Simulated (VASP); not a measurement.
# C in VASP: further runs, part 2 of 2

VASP 6.6.1.

## 3. Single point, PBE, collinear spin

The input, INCAR:

```
PREC = Accurate
ENCUT = 520
EDIFF = 1E-6
ISMEAR = 0
SIGMA = 0.05
LREAL = Auto
LASPH = True
NELM = 150
ALGO = Normal
ISIF = 2
LWAVE = False
LCHARG = False
ISPIN = 2
MAGMOM = 0 0 0 0 0 0 0 0 0 0 0 0 0 0 0 0 0 0 1
LORBIT = 11
GGA = PE
NBANDS = 57
```

The input, KPOINTS:

```
Automatic mesh
0
Gamma
  2 2 1
```

The input, POSCAR:

```
C
1.0
    7.3980000000      0.0000000000      0.0000000000
   -3.6990000000      6.4068560000      0.0000000000
    0.0000000000      0.0000000000     12.0000000000
C
19
Direct
   -0.0028362346     -0.0041603635      0.0763865299
    0.2169807132      0.1058146145      0.0771440782
   -0.0033330032      0.3286747123      0.0753685196
    0.2157229602      0.4351578101      0.0839398860
   -0.0033665671      0.6625325021      0.0751100773
    0.2156092609      0.7752190436      0.0837645430
    0.3285312665     -0.0052422835      0.0812076518
    0.5530955526      0.1069390967      0.0812836903
    0.3286081705      0.3284608471      0.0813396118
    0.5531890814      0.4406498934      0.0811281918
    0.3206516801      0.6577965528      0.1099325447
    0.5610519559      0.7775786466      0.1099771276
    0.6659845799      0.0002463005      0.0839755236
    0.8850405180      0.1066906939      0.0754151338
    0.6647258164      0.3295875531      0.0769860520
    0.8845603303      0.4395461422      0.0763142739
    0.6661351262      0.6601897380      0.0837148826
    0.8850757961      0.7728280560      0.0751362959
    0.4408935966      0.7177460441      0.2193747864
```

Potentials or basis: VASP PAW PBE potentials, release 64 (C).

Launch:

```
$ cat potpaw_PBE.64/C/POTCAR > POTCAR
$ mpirun -np 1 vasp_std > vasp.out
```

OUTCAR:

```text
PREC = Accurate
   ENCUT = 520
   EDIFF = 1E-6
   ISMEAR = 0
   LREAL = Auto
   LASPH = True
   NELM = 150
   ISIF = 2
   ISPIN = 2
   LORBIT = 11
   GGA = PE

 ion  position               nearest neighbor table
   1  0.997  0.996  0.076-   2 1.41  14 1.43  18 1.43
   2  0.217  0.106  0.077-   1 1.41   7 1.43   9 1.43
   3  0.997  0.329  0.075-   4 1.41  14 1.42  16 1.43
   4  0.216  0.435  0.084-   9 1.41   3 1.41  11 1.46
   5  0.997  0.663  0.075-   6 1.41  18 1.42  16 1.43
   6  0.216  0.775  0.084-   5 1.41   7 1.41  11 1.46
   7  0.329  0.995  0.081-   6 1.41   2 1.43   8 1.44
   8  0.553  0.107  0.081-  13 1.41  15 1.43   7 1.44
   9  0.329  0.328  0.081-   4 1.41   2 1.43  10 1.44
[... 684 lines left out ...]
     -0.01373      2.78799      1.00728         0.000561      0.002101      0.007159
      4.92239      4.24475      0.90132        -0.001587     -0.008025     -0.005710
     -1.27246      4.96672      1.00517         0.018164     -0.000409     -0.004066
[... 11 lines left out ...]
      3.68910      4.95140      0.90164         0.009612      0.022138     -0.004621
      0.60679      4.59850      2.63250        -0.001683     -0.006634      0.091548
 -----------------------------------------------------------------------------------
    total drift:                               -0.003091     -0.007691     -0.030260

  FREE ENERGIE OF THE ION-ELECTRON SYSTEM (eV)
  ---------------------------------------------------
  free  energy   TOTEN  =      -168.6943142008 eV

  energy  without entropy=     -168.6860664276  energy(sigma->0) =     -168.69019031

 total charge

# of ion       s       p       d       tot
------------------------------------------
    1        0.861   1.798   0.000   2.659
    2        0.863   1.791   0.000   2.654
    3        0.866   1.787   0.000   2.654
    4        0.865   1.778   0.000   2.643
    5        0.866   1.788   0.000   2.655
    6        0.865   1.779   0.000   2.644
[... 11 lines left out ...]
   18        0.866   1.788   0.000   2.655
   19        0.986   1.297   0.000   2.283
--------------------------------------------------
tot         16.486  33.474   0.000  49.960

 magnetization (x)

# of ion       s       p       d       tot
------------------------------------------
    1       -0.000   0.001   0.000   0.001
    2       -0.000  -0.001   0.000  -0.001
    3        0.000   0.006   0.000   0.006
    4        0.003   0.007   0.000   0.009
    5        0.000   0.006   0.000   0.006
    6        0.003   0.007   0.000   0.009
[... 11 lines left out ...]
   18        0.000   0.006   0.000   0.006
   19        0.011   0.162   0.000   0.173
--------------------------------------------------
tot          0.022   0.240   0.000   0.261
```

OSZICAR:

```text
N       E                     dE             d eps       ncg     rms          rms(c)
DAV:   1     0.615067737120E+03    0.61507E+03   -0.30084E+04   912   0.105E+03
DAV:   2    -0.823292303413E+02   -0.69740E+03   -0.66609E+03  1358   0.261E+02
[... 19 lines left out ...]
DAV:  22    -0.168694299572E+03   -0.24672E-04   -0.17772E-06   824   0.286E-03    0.683E-04
DAV:  23    -0.168694308562E+03   -0.89900E-05   -0.65421E-07   752   0.173E-03    0.381E-04
DAV:  24    -0.168694311605E+03   -0.30430E-05   -0.28987E-07   694   0.112E-03    0.307E-04
DAV:  25    -0.168694312981E+03   -0.13762E-05   -0.14319E-07   606   0.854E-04    0.203E-04
DAV:  26    -0.168694314031E+03   -0.10498E-05   -0.12282E-07   629   0.731E-04    0.104E-04
DAV:  27    -0.168694314201E+03   -0.16967E-06   -0.23163E-08   671   0.406E-04
   1 F= -.16869431E+03 E0= -.16869019E+03  d E =-.824777E-02  mag=     0.5003
```

It took 5.5 min on 1 thread of Intel Xeon 6975P-C (Granite Rapids), shared host; peak memory 0.84 GiB.

Results:

* Free energy: -168.6943 eV
* Largest force: 0.092 eV/Å
* Net moment: 0.50 μB per cell
* Site moments: C +0.00, -0.00, +0.01, -0.01, +0.17 (each value once) μB
* Valence electrons inside the program's atomic spheres: C 2.66, 2.65, 2.64, 2.28 (each value once)

Forces in eV/Å, atoms in the order of the input:
```
C   -0.006  0.000  0.001
C    0.007  0.004 -0.006
C   -0.005 -0.012 -0.007
C    0.001  0.002  0.007
C   -0.002 -0.008 -0.006
C    0.018  0.000 -0.004
C    0.006  0.007  0.005
C    0.007 -0.002 -0.003
C   -0.002  0.008 -0.004
C   -0.012 -0.008  0.006
C   -0.011 -0.036 -0.035
C    0.019  0.038 -0.036
C   -0.008 -0.012  0.000
C    0.009  0.026 -0.010
C    0.002 -0.006  0.011
C    0.008 -0.009 -0.006
C   -0.039 -0.009  0.001
C    0.010  0.022 -0.005
C   -0.002 -0.007  0.092
```

Levels at points of the mesh, in eV from the Fermi level:
Spin up:
| k point | band 35 | band 36 | band 37 | band 38 | band 39 | band 40 | band 41 | band 42 |
| --- | --- | --- | --- | --- | --- | --- | --- | --- |
| (0.00, 0.00, 0.00) | -2.26 | -2.19 | -0.18 | -0.05 | 0.17 | 0.37 | 1.78 | 3.88 |
| (0.50, 0.00, 0.00) | -2.44 | -2.27 | -1.54 | -0.16 | 0.18 | 1.26 | 2.32 | 2.63 |
| (0.00, 0.50, 0.00) | -2.42 | -2.25 | -1.46 | -0.76 | 0.00 | 1.97 | 2.43 | 2.73 |
| (0.50, 0.50, 0.00) | -2.42 | -2.25 | -1.46 | -0.75 | 0.00 | 1.97 | 2.43 | 2.73 |
Spin down:
```
           k point  band 34  band 35  band 36  band 37  band 38  band 39  band 40  band 41  band 42  band 43
(0.00, 0.00, 0.00)    -2.84    -2.13    -2.10    -0.13     0.18     0.21     1.12     1.82     3.89     4.01
(0.50, 0.00, 0.00)    -2.44    -2.40    -2.25    -1.40    -0.12     1.02     1.31     2.34     2.68     3.31
(0.00, 0.50, 0.00)    -2.47    -2.38    -2.23    -1.32    -0.70     0.77     2.02     2.54     2.75     2.91
(0.50, 0.50, 0.00)    -2.47    -2.38    -2.23    -1.32    -0.69     0.77     2.02     2.54     2.75     2.91
```

Caveat: the k points lie up to 0.49 Å⁻¹ apart.

## 4. Single point, PBE, collinear spin

The input, INCAR:

```
  PREC = Accurate
  ENCUT = 520
  EDIFF = 1E-7
  ISMEAR = 0
  SIGMA = 0.05
  LREAL = Auto
  LASPH = T
  NELM = 150
  ALGO = Normal
  ISIF = 2
  LWAVE = F
  LCHARG = F
  ISPIN = 2
  MAGMOM = 0 0 0 0 0 0 0 0 0 0 0 0 0 0 0 0 0 0 0.13
  LORBIT = 11
  GGA = PE
  NBANDS = 57
```

The input, KPOINTS:

```
regular mesh
0
Gamma
  2 2 1
```

The input, POSCAR:

```
C
1.0
    7.3980000000      0.0000000000      0.0000000000
   -3.6990000000      6.4068560000      0.0000000000
    0.0000000000      0.0000000000     12.0000000000
C
19
Direct
   -0.0028362086     -0.0041603869      0.0763865000
    0.2169807056      0.1058146148      0.0771440833
   -0.0033329252      0.3286747821      0.0753685000
    0.2157229648      0.4351577435      0.0839399167
   -0.0033666489      0.6625324496      0.0751100833
    0.2156092686      0.7752190778      0.0837645000
    0.3285312972     -0.0052423529      0.0812076667
    0.5530954976      0.1069390353      0.0812836667
    0.3286082011      0.3284607926      0.0813395833
    0.5531890669      0.4406498289      0.0811281667
    0.3206517396      0.6577965854      0.1099325000
    0.5610519293      0.7775785814      0.1099771667
    0.6659845984      0.0002462987      0.0839755000
    0.8850405417      0.1066907076      0.0754151667
    0.6647257858      0.3295875543      0.0769860833
    0.8845603235      0.4395461674      0.0763142500
    0.6661351826      0.6601898029      0.0837149167
    0.8850758232      0.7728280455      0.0751363333
    0.4408936033      0.7177461145      0.2193747500
```

Launch:

```
$ cat potpaw_PBE.64/C/POTCAR > POTCAR
$ mpirun -np 1 vasp_std > vasp.out
```

Wall time 5.9 min (1 thread of Intel Xeon 6975P-C (Granite Rapids), shared host); peak memory 0.84 GiB.

The run converged. Its results:

```yaml
Free_energy: -168.6943 eV
Largest_force: 0.092 eV/Å
Net_moment: 0.50 μB per cell
Site_moments: C +0.00, -0.00, +0.01, -0.01, +0.17 (each value once) μB
Valence_electrons_inside_the_program's_atomic_spheres: C 2.66, 2.65, 2.64, 2.28 (each value once)
```

Forces on the atoms (eV/Å):
```
C   -0.006  0.000  0.001
C    0.007  0.004 -0.006
C   -0.005 -0.012 -0.007
C    0.001  0.002  0.007
C   -0.002 -0.008 -0.006
C    0.018  0.000 -0.004
C    0.006  0.007  0.005
C    0.007 -0.002 -0.003
C   -0.002  0.008 -0.004
C   -0.012 -0.008  0.006
C   -0.011 -0.037 -0.035
C    0.019  0.038 -0.036
C   -0.008 -0.012  0.000
C    0.009  0.026 -0.010
C    0.002 -0.006  0.011
C    0.008 -0.009 -0.006
C   -0.039 -0.009  0.001
C    0.010  0.022 -0.005
C   -0.002 -0.007  0.092
```

Levels at points of the mesh, in eV from the Fermi level:
Spin up:
```
           k point  band 34  band 35  band 36  band 37  band 38  band 39  band 40  band 41  band 42  band 43
(0.00, 0.00, 0.00)    -2.85    -2.26    -2.19    -0.18    -0.05     0.17     0.37     1.78     3.88     3.95
(0.50, 0.00, 0.00)    -2.50    -2.44    -2.27    -1.54    -0.16     0.18     1.26     2.32     2.63     3.15
(0.00, 0.50, 0.00)    -2.51    -2.42    -2.25    -1.46    -0.76     0.00     1.97     2.43     2.73     2.77
(0.50, 0.50, 0.00)    -2.52    -2.42    -2.25    -1.46    -0.75     0.00     1.97     2.43     2.73     2.77
```
Spin down:
```csv
k point,band 35,band 36,band 37,band 38,band 39,band 40,band 41,band 42
"(0.00, 0.00, 0.00)",-2.13,-2.11,-0.13,0.18,0.21,1.12,1.82,3.89
"(0.50, 0.00, 0.00)",-2.40,-2.25,-1.40,-0.12,1.02,1.31,2.34,2.68
"(0.00, 0.50, 0.00)",-2.38,-2.23,-1.32,-0.70,0.77,2.02,2.54,2.75
"(0.50, 0.50, 0.00)",-2.38,-2.23,-1.32,-0.69,0.77,2.02,2.54,2.75
```

Caveat: the k points lie up to 0.49 Å⁻¹ apart.
